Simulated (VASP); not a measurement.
Input of a VASP 6.6.1 run:

The input POSCAR:

```
ScTaN
1.0
    3.0850655424      0.0000000000      0.0000000000
   -1.5425327712      2.6717451321      0.0000000000
    0.0000000000      0.0000000000     10.3401360000
Ta Sc N
2 2 2
Direct
    0.3333333333      0.6666666667      0.2456310000
    0.6666666667      0.3333333333      0.7543690000
    0.0000000000      0.0000000000      0.0000000000
    0.0000000000      0.0000000000      0.5000000000
    0.3333333333      0.6666666667      0.6298410000
    0.6666666667      0.3333333333      0.3701590000
```

INCAR.step1

```
SYSTEM = ScTaN
PREC = Accurate ; ENCUT = 520
ISMEAR = -1 ; SIGMA = 0.05
LREAL = .False. ; LASPH = .True.
NELM = 150 ; LMAXMIX = 4
LDAU = .True. ; LDAUTYPE = 2
LDAUL = 2 2 -1 ; LDAUU = 5 5 0
LDAUJ = 0 0 0 ; NBANDS = 36
GGA = PE ; ALGO = Normal
EDIFF = 1E-4 ; LWAVE = .True.
LCHARG = .False.
```

Contents of INCAR.step2:

```
SYSTEM = ScTaN
PREC = Accurate ; ENCUT = 520
EDIFF = 1E-6 ; ISMEAR = -1
SIGMA = 0.05 ; LREAL = .False.
LASPH = .True. ; NELM = 150
ALGO = Normal ; ISIF = 2
LWAVE = .False. ; LCHARG = .False.
LMAXMIX = 4 ; LDAU = .True.
LDAUTYPE = 2 ; LDAUL = 2 2 -1
LDAUU = 5 5 0 ; LDAUJ = 0 0 0
LDAUPRINT = 1 ; METAGGA = R2SCAN
LMIXTAU = .True. ; NBANDS = 36
ISTART = 1
```

File KPOINTS:

```
regular mesh
0
Gamma
  10 10 3
  0 0 0
```

Potentials or basis: VASP PAW PBE potentials, release 64 (Ta_pv, Sc_sv, N).

Launch:

```console
$ cat potpaw_PBE.64/Ta_pv/POTCAR potpaw_PBE.64/Sc_sv/POTCAR potpaw_PBE.64/N/POTCAR > POTCAR
$ cp INCAR.step1 INCAR
$ mpirun -np 1 vasp_std > vasp.out
$ cp INCAR.step2 INCAR
$ mpirun -np 1 vasp_std > vasp.out
```

Question: What does it give for the largest force?

Answer: 0.640 eV/Å.

Question: Predict the band gap on the k mesh.

Answer: Zero (bands 27 and 28 overlap by 1.26 eV).

Eigenvalues of the final occupation matrices:
```csv
site,spin,trace,eigenvalues
site 1 d,1,1.05,0.16 0.16 0.23 0.23 0.28
site 1 d,2,1.05,0.16 0.16 0.23 0.23 0.28
site 2 d,1,1.05,0.16 0.16 0.23 0.23 0.28
site 2 d,2,1.05,0.16 0.16 0.23 0.23 0.28
site 3 d,1,0.40,0.05 0.05 0.06 0.13 0.13
site 3 d,2,0.40,0.05 0.05 0.06 0.13 0.13
site 4 d,1,0.48,0.07 0.07 0.07 0.13 0.13
site 4 d,2,0.48,0.07 0.07 0.07 0.13 0.13
```

Caveat: the PAW data sets were made with another functional, which shifts forces and pressure a little; spin-orbit coupling is left out, which moves the levels of the heavy elements; U without spin polarisation on a metal has little footing.
